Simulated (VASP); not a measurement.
Runs of VASP 6.6.1 on Ta. The structure is that of space group Im-3m (No. 229), or close to it. The cells are those of the table. 

```tsv
cell	gap on the mesh (eV)	pressure (GPa)
a = 2.802 Å, angles 109.5°, 1 atom	none	(a)
a = 2.888 Å, angles 109.5°, 1 atom	none	-12.4
a = 2.860 Å, angles 109.5°, 1 atom	none	-7.0
a = 2.916 Å, angles 109.5°, 1 atom	none	-17.1
a = 2.831 Å, angles 109.5°, 1 atom	none	(b)
```

Alike in all rows: task single point; level LDA; potentials or basis VASP PAW LDA potentials, release 64 (Ta_pv); no spin polarisation; k mesh 10 × 10 × 10; cutoff (eV) 520; smearing fermi-dirac 0.1 eV.

Problem. Fill in the values left out.

Solution. (a) 6.4; (b) -0.7.

Caveats: spin-orbit coupling is left out, which moves the levels of the heavy elements.

A k mesh can miss the band edges, and the runs leave out spin-orbit coupling on Ta.

A gap of «none» marks levels without a gap at the run's occupations.
